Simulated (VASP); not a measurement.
Runs of VASP 6.6.1 on WC4. The structure is that of space group P-6m2 (No. 187), or close to it. The cells are those of the table. 

```csv
task,cell,k mesh,cutoff (eV),smearing,gap on the mesh (eV),pressure (GPa),largest force (eV/Å)
relaxation of cell and atoms,"relaxed from a = 2.991, b = 2.991, c = 6.614 Å, angles 90.0, 90.0, 120.0°, 5 atoms",6 × 6 × 4,600,gaussian 0.1 eV,none,-0.1,0.02
single point,"a = 3.462, b = 3.462, c = 5.571 Å, angles 90.0, 90.0, 120.0°, 5 atoms",5 × 5 × 3,600,gaussian 0.2 eV,none,0.4,0.14
single point,"a = 4.305, b = 4.305, c = 4.048 Å, angles 90.0, 90.0, 120.0°, 5 atoms",4 × 4 × 4,600,gaussian 0.2 eV,none,0.5,(a)
single point,"a = 2.978, b = 2.978, c = 6.656 Å, angles 90.0, 90.0, 120.0°, 5 atoms",6 × 6 × 4,520,gaussian 0.1 eV,none,0.3,0.05
single point,"a = 6.614, b = 2.991, c = 2.991 Å, angles 60.1, 90.0, 90.0°, 5 atoms",2 × 5 × 5,520,gaussian 0.2 eV,none,0.3,(b)
single point,"a = 2.976, b = 2.976, c = 6.654 Å, angles 90.0, 90.0, 120.0°, 5 atoms",12 × 12 × 6,520,gaussian 0.1 eV,none,0.3,0.02
```

Alike in all rows: level PBE; potentials or basis VASP PAW PBE potentials, release 64 (W_sv, C); no spin polarisation.

Task: Fill in the values left out.

Result: (a) 0.15; (b) 0.03.

Caveats: some runs use coarse meshes; spin-orbit coupling is left out, which moves the levels of the heavy elements.

A k mesh can miss the band edges, and the runs leave out spin-orbit coupling on W.

A gap of «none» marks levels without a gap at the run's occupations.
